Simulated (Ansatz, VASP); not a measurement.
# TiO2: VASP beside Ansatz

```
Ti O
1.0
    -1.90900    1.90900    4.88756
     1.90900   -1.90900    4.88756
     1.90900    1.90900   -4.88756
Ti O
2 4
Direct
  0.00000 0.00000 0.00000
  0.75000 0.25000 0.50000
  0.95530 0.45530 0.50000
  0.20530 0.20530 0.00000
  0.54470 0.04470 0.50000
  0.79470 0.79470 0.00000
```

Alike in both runs: functional PBE; k mesh 8 × 8 × 8; occupations gaussian, width 0.02 eV; no spin polarisation; Hubbard terms Ti d U = 4.0 eV.

Ansatz relaxed the structure, and its values are those at the end. VASP's run is a single point on that final structure, the one shown.

|  | VASP | Ansatz |
| --- | --- | --- |
| version | VASP 6.6.1 | Ansatz 0.2.0 |
| potentials or method | VASP PAW PBE potentials, release 64 (Ti_sv, O), cutoff 520 eV | scalar-relativistic, plane waves, PAW |
| valence electrons in the cell | 48 | 48 |

```csv
,VASP,Ansatz,Ansatz less VASP
gap on the k mesh at the Fermi level (eV),2.68,2.65,-0.039
least direct gap on the mesh (eV),2.95,2.91,-0.041
pressure (GPa),4.2,0.0,-4.21
rms of the force components (eV/Å),0.071,0.000,-0.0706
```

The programs project onto different local orbitals, so the same U acts differently, and such runs can settle in different states.
